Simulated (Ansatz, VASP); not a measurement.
In2GaAs3 in VASP and in Ansatz

```
In Ga As
1.0
    -2.56880    2.56880    5.01205
     2.56880   -2.56880    5.01205
     2.56880    2.56880   -5.01205
In Ga As
2 1 3
Direct
  0.33416 0.33416 0.00000
  0.66584 0.66584 0.00000
  0.00000 0.00000 0.00000
  0.25000 0.75000 0.50000
  0.54377 0.04377 0.50000
  0.95623 0.45623 0.50000
```

Alike in both runs: functional PBEsol; k mesh 2 × 2 × 2; occupations gaussian, width 0.1 eV; no spin polarisation.

Ansatz relaxed the structure, and its values are those at the end. VASP's run is a single point on that final structure, the one shown.

```csv
,VASP,Ansatz
version,VASP 6.6.1,Ansatz 0.2.0
potentials or method,"VASP PAW PBE potentials, release 64 (In_d, Ga_d, As), cutoff 520 eV","scalar-relativistic, plane waves, PAW"
valence electrons in the cell,54,84
```

```tsv
	VASP	Ansatz	Ansatz less VASP
gap on the k mesh at the Fermi level (eV)	none	none	-
pressure (GPa)	0.1	0.0	-0.12
```

VASP's potentials were made for PBE, not for PBEsol. A gap of «none» marks a metal or a gap that the smearing closes. VASP's potentials hold 54 valence electrons a cell and Ansatz's 84, so a difference there can come from the potentials and not from the codes.

The k mesh is coarse, so the values compare programs but aren't converged.
